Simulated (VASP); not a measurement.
# Mo (Fd-3m) in VASP: notebook, part 2 of 2

VASP 6.6.1. The steps go on from the part before.

## Step 3: Single point, PBE (22.99 Å³/atom)

INCAR reads:

```
SYSTEM = Mo
PREC = Accurate
ENCUT = 520
EDIFF = 1E-7
ISMEAR = -1
SIGMA = 0.05
LREAL = .FALSE.
LASPH = .TRUE.
NELM = 100
ALGO = Normal
ISIF = 2
LWAVE = .FALSE.
LCHARG = .FALSE.
GGA = PE
NBANDS = 21
```

KPOINTS reads:

```
Automatic mesh
0
G
  14 14 14
  0 0 0
```

POSCAR reads:

```
Mo
1.0
    0.0000000000      2.8436253843      2.8436253843
    2.8436253843      0.0000000000      2.8436253843
    2.8436253843      2.8436253843      0.0000000000
Mo
2
Direct
   -0.1250000000     -0.1250000000     -0.1250000000
    0.1250000000      0.1250000000      0.1250000000
```

Potentials or basis: VASP PAW PBE potentials, release 64 (Mo_sv).

Launch:

```
$ cat potpaw_PBE.64/Mo_sv/POTCAR > POTCAR
$ mpirun -np 1 vasp_std > vasp.out
```

OUTCAR:

```text
SYSTEM = Mo
   PREC = Accurate
   ENCUT = 520
   EDIFF = 1E-7
   ISMEAR = -1
   LREAL = .FALSE.
   LASPH = .TRUE.
   NELM = 100
   ISIF = 2
   GGA = PE

 ion  position               nearest neighbor table
   1  0.875  0.875  0.875-   2 2.46   2 2.46   2 2.46   2 2.46
   2  0.125  0.125  0.125-   1 2.46   1 2.46   1 2.46   1 2.46

  LATTYP: Found a face centered cubic cell.
 ALAT       =     5.6872507686

  Lattice vectors:

 A1 = (   0.0000000000,   2.8436253843,   2.8436253843)
[... 190 lines left out ...]
      3     -27.9607      2.00000
      4     -27.9607      2.00000
      5     -27.9607      2.00000
      6     -26.8551      2.00000
[... 565 lines left out ...]
     20      15.5716      0.00000
     21      16.7705      0.00000

 [... further k-points ...]
[... 5 lines left out ...]
  --------------------------------------------------------------------------------------
  -------------------------------------------------------------------------------------
  Total        0.1185728      0.1185728      0.1185728     -0.0000000      0.0000000     -0.0000000
  in kB        4.1309362      4.1309362      4.1309362     -0.0000000      0.0000000     -0.0000000
  external PRESSURE =       4.1309362 kB  Pullay stress =       0.0000000 kB

 VOLUME and BASIS-vectors are now :
 -----------------------------------------------------------------------------
  energy-cutoff  :      520.00
  volume of cell :       45.99
      direct lattice vectors                 reciprocal lattice vectors
     0.000000000  2.843625384  2.843625384    -0.175831881  0.175831881  0.175831881
     2.843625384  0.000000000  2.843625384     0.175831881 -0.175831881  0.175831881
     2.843625384  2.843625384  0.000000000     0.175831881  0.175831881 -0.175831881

 POSITION                                       TOTAL-FORCE (eV/Angst)
 -----------------------------------------------------------------------------------
      4.97634      4.97634      4.97634         0.000000      0.000000      0.000000
      0.71091      0.71091      0.71091        -0.000000     -0.000000     -0.000000
 -----------------------------------------------------------------------------------
    total drift:                               -0.000000      0.000000      0.000000

  FREE ENERGIE OF THE ION-ELECTRON SYSTEM (eV)
  ---------------------------------------------------
  free  energy   TOTEN  =       -17.4270089582 eV

  energy  without entropy=      -17.4056082319  energy(sigma->0) =      -17.41630860
```

OSZICAR:

```text
N       E                     dE             d eps       ncg     rms          rms(c)
DAV:   1     0.301233489404E+03    0.30123E+03   -0.17697E+04  4376   0.132E+03
DAV:   2    -0.110016438249E+02   -0.31224E+03   -0.30406E+03  5024   0.418E+02
DAV:   3    -0.176366995060E+02   -0.66351E+01   -0.64827E+01  5165   0.617E+01
DAV:   4    -0.176891102941E+02   -0.52411E-01   -0.52245E-01  4808   0.549E+00
DAV:   5    -0.176896226310E+02   -0.51234E-03   -0.51218E-03  5076   0.522E-01    0.126E+01
DAV:   6    -0.174615983215E+02    0.22802E+00   -0.57352E-01  4834   0.619E+00    0.516E+00
DAV:   7    -0.174303935998E+02    0.31205E-01   -0.77342E-02  5046   0.253E+00    0.124E+00
DAV:   8    -0.174269120991E+02    0.34815E-02   -0.10237E-02  4543   0.699E-01    0.128E-01
DAV:   9    -0.174269800417E+02   -0.67943E-04   -0.13981E-04  5148   0.945E-02    0.447E-02
DAV:  10    -0.174270094077E+02   -0.29366E-04   -0.19342E-05  4774   0.405E-02    0.957E-03
DAV:  11    -0.174270089988E+02    0.40883E-06   -0.73780E-07  4557   0.561E-03    0.440E-03
DAV:  12    -0.174270089582E+02    0.40629E-07   -0.14903E-07  2897   0.379E-03
   1 F= -.17427009E+02 E0= -.17416309E+02  d E =-.214007E-01
```

Wall time 39 s (1 thread of Intel Xeon 6975P-C (Granite Rapids), shared host); peak memory 0.21 GiB.

Results:

```
Free energy            : -17.4270 eV
Pressure               : 0.4 GPa
Band gap on the k mesh : zero (bands 14 and 15 overlap by 0.55 eV)
```

## Step 4: Single point, PBE+U

This run uses another cell than the first one, of 17.25 Å³/atom.

INCAR reads:

```
PREC = Accurate
ENCUT = 520
EDIFF = 1E-6
ISMEAR = -1
SIGMA = 0.05
LREAL = F
LASPH = T
NELM = 150
ALGO = Normal
ISIF = 2
LWAVE = F
LCHARG = F
LMAXMIX = 4
LDAU = T
LDAUTYPE = 2
LDAUL = 2
LDAUU = 6
LDAUJ = 0
LDAUPRINT = 1
GGA = PE
NBANDS = 21
```

KPOINTS reads:

```
Automatic mesh
0
Gamma
  14 14 14
```

POSCAR reads:

```
Mo
1.0
    0.0000000000      2.5836051220      2.5836051220
    2.5836051220      0.0000000000      2.5836051220
    2.5836051220      2.5836051220      0.0000000000
Mo
2
Direct
   -0.1250000000     -0.1250000000     -0.1250000000
    0.1250000000      0.1250000000      0.1250000000
```

Launch:

```
$ cat potpaw_PBE.64/Mo_sv/POTCAR > POTCAR
$ mpirun -np 1 vasp_std > vasp.out
```

Wall time 32 s (1 thread of Intel Xeon 6975P-C (Granite Rapids), shared host); peak memory 0.19 GiB.

The run converged. Its results:

```
Free energy            : -1.0592 eV
Pressure               : 61.0 GPa
Band gap on the k mesh : zero (bands 14 and 15 overlap by 1.16 eV)
```

Levels at points of the mesh, in eV from the Fermi level:
```csv
k point,band 10,band 11,band 12,band 13,band 14,band 15,band 16,band 17,band 18,band 19
"(0.00, 0.00, 0.00)",-2.98,-2.98,-2.20,-2.20,-2.20,1.44,1.44,1.44,6.60,6.60
"(0.50, 0.00, 0.00)",-2.79,-2.79,-2.78,-2.78,-2.48,0.79,3.52,3.52,4.70,4.70
"(0.50, 0.50, 0.00)",-4.64,-2.88,-2.88,0.77,0.77,0.77,0.77,4.87,4.87,6.58
```

Eigenvalues of the final occupation matrices:
```csv
site,spin,trace,eigenvalues
site 1 d,1,2.43,0.38 0.38 0.56 0.56 0.56
site 1 d,2,2.43,0.38 0.38 0.56 0.56 0.56
site 2 d,1,2.43,0.38 0.38 0.56 0.56 0.56
site 2 d,2,2.43,0.38 0.38 0.56 0.56 0.56
```

Caveat: the cell stands under pressure; U without spin polarisation on a metal has little footing; the U is typed as a test and isn't derived for this compound.

## Step 5: Relaxation of cell and atoms, PBE

This run uses another cell than the first one, of 19.77 Å³/atom.

INCAR reads:

```
SYSTEM = Mo
PREC = Accurate ; ENCUT = 600
EDIFF = 1E-6 ; ISMEAR = -1
SIGMA = 0.05 ; LREAL = .False.
LASPH = .True. ; NELM = 60
ALGO = Normal ; ISIF = 3
LWAVE = .False. ; LCHARG = .False.
GGA = PE ; IBRION = 2
NSW = 60 ; EDIFFG = -0.005
```

KPOINTS reads:

```
Automatic mesh
0
Gamma
  14 14 14
  0 0 0
```

POSCAR reads:

```
Mo
1.0
    0.0000000000      2.7041431590      2.7041431590
    2.7041431590      0.0000000000      2.7041431590
    2.7041431590      2.7041431590      0.0000000000
Mo
2
Direct
   -0.1250000000     -0.1250000000     -0.1250000000
    0.1250000000      0.1250000000      0.1250000000
```

Launch:

```
$ cat potpaw_PBE.64/Mo_sv/POTCAR > POTCAR
$ mpirun -np 1 vasp_std > vasp.out
```

Run time: 3.1 min. Hardware: 1 thread of Intel Xeon 6975P-C (Granite Rapids), shared host; peak memory 0.23 GiB.

The run converged. Its results:

- Free energy: -17.4225 eV
- Relaxed volume: 23.08 Å³/atom
- Relaxed cell: a = 4.026 Å, b = 4.026 Å, c = 4.026 Å, α = 60.00°, β = 60.00°, γ = 60.00°
- Space group after relaxing (to 0.1 Å): Fd-3m (No. 227)
- Energy gained by relaxing: 205.8 meV/atom
- Ionic steps: 23
- Pressure after relaxing: 0.0 GPa
- Band gap on the k mesh: zero (bands 14 and 15 overlap by 0.54 eV)

The path:
```csv
step,energy change (eV),largest force (eV/Å),pressure (GPa),volume (Å³)
1,0.0000,0.0000,22.78,39.55
2,0.2706,0.0000,-15.32,57.92
3,-0.4104,0.0000,-0.91,46.55
4,-0.4116,0.0000,-0.16,46.22
5,-0.4116,0.0000,0.07,46.08
6,-0.4116,0.0000,0.17,46.08
7,-0.4116,0.0000,0.18,46.08
8,-0.4116,0.0000,0.17,46.08
9,-0.4116,0.0000,0.17,46.08
10,-0.4116,0.0000,0.17,46.08
11,-0.4116,0.0000,0.17,46.08
12,-0.4116,0.0000,0.17,46.08
13,-0.4116,0.0000,0.17,46.08
14,-0.4116,0.0000,0.17,46.08
15,-0.4116,0.0000,0.17,46.08
16,-0.4116,0.0000,0.17,46.08
17,-0.4116,0.0000,0.17,46.08
18,-0.4116,0.0000,0.18,46.08
19,-0.4116,0.0000,0.19,46.09
20,-0.4116,0.0000,0.16,46.09
21,-0.4116,0.0000,0.14,46.10
22,-0.4116,0.0000,0.09,46.12
23,-0.4116,0.0000,0.02,46.15
```

Final structure:
```cif
data_structure
_symmetry_space_group_name_H-M 'P 1'
_symmetry_Int_Tables_number 1
_cell_length_a 4.0263
_cell_length_b 4.0263
_cell_length_c 4.0263
_cell_angle_alpha 60.000
_cell_angle_beta 60.000
_cell_angle_gamma 60.000
_cell_volume 46.15
loop_
_atom_site_label
_atom_site_type_symbol
_atom_site_fract_x
_atom_site_fract_y
_atom_site_fract_z
_atom_site_occupancy
Mo1 Mo 0.87500 0.87500 0.87500 1
Mo2 Mo 0.12500 0.12500 0.12500 1
```

Levels at points of the mesh, in eV from the Fermi level:
```
           k point  band 10  band 11  band 12  band 13  band 14  band 15  band 16  band 17  band 18
(0.00, 0.00, 0.00)    -2.19    -2.19    -1.33    -1.33    -1.33     1.30     1.30     1.30     4.33
(0.50, 0.00, 0.00)    -2.13    -1.94    -1.94    -1.58    -1.58     0.34     2.26     2.26     3.62
(0.50, 0.50, 0.00)    -2.98    -1.53    -1.53    -0.04    -0.04     0.57     0.57     3.93     3.93
```

Caveat: the volume moved by over 15 % at a fixed basis, so the end points are rough.

## Step 6: Summary

| task | level | U | cell | cutoff (eV) | gap on the mesh (eV) | pressure (GPa) |
| --- | --- | --- | --- | --- | --- | --- |
| single point | PBE | - | a = 4.021 Å, angles 60.0°, 2 atoms | 520 | none | 0.4 |
| single point | PBE+U | Mo d U = 6.0 eV | a = 3.654 Å, angles 60.0°, 2 atoms | 520 | none | 61.0 |
| relaxation of cell and atoms | PBE | - | relaxed from a = 3.824 Å, angles 60.0°, 2 atoms | 600 | none | 0.0 |

Alike in all rows: potentials or basis VASP PAW PBE potentials, release 64 (Mo_sv); no spin polarisation; k mesh 14 × 14 × 14; smearing fermi-dirac 0.05 eV.

Caveats: the cell stands under pressure (at least some runs); U without spin polarisation on a metal has little footing (at least some runs); the U is typed as a test and isn't derived for this compound (at least some runs); the volume moved by over 15 % at a fixed basis, so the end points are rough (at least some runs).

Absolute energies hang on the potentials; compare differences alone.
